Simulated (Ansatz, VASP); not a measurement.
# MgO: VASP beside Ansatz

```
Mg O
1.0
     0.00000    2.07959    2.07959
     2.07959    0.00000    2.07959
     2.07959    2.07959    0.00000
Mg O
1 1
Direct
  0.00000 0.00000 0.00000
  0.50000 0.50000 0.50000
```

Alike in both runs: task single point; functional r2SCAN; k mesh 10 × 10 × 10; no spin polarisation.

|  | VASP | Ansatz |
| --- | --- | --- |
| version | VASP 6.6.1 | Ansatz 0.2.0 |
| potentials or method | VASP PAW PBE potentials, release 64 (Mg_sv, O) | PAW with Ansatz's default frozen-core files, scalar-relativistic |
| plane-wave cutoff (eV) | 920 | 500 |
| occupations | gaussian, width 0.01 eV | fixed |
| valence electrons in the cell | 16 | 16 |

Ansatz gave:

- gap on the k mesh at the Fermi level (eV): 6.02
- pressure (GPa): 5.8

Which values does VASP return?

gap on the k mesh at the Fermi level (eV): 6.04; pressure (GPa): 6.3.

VASP's potentials were made for PBE, not for r2SCAN.
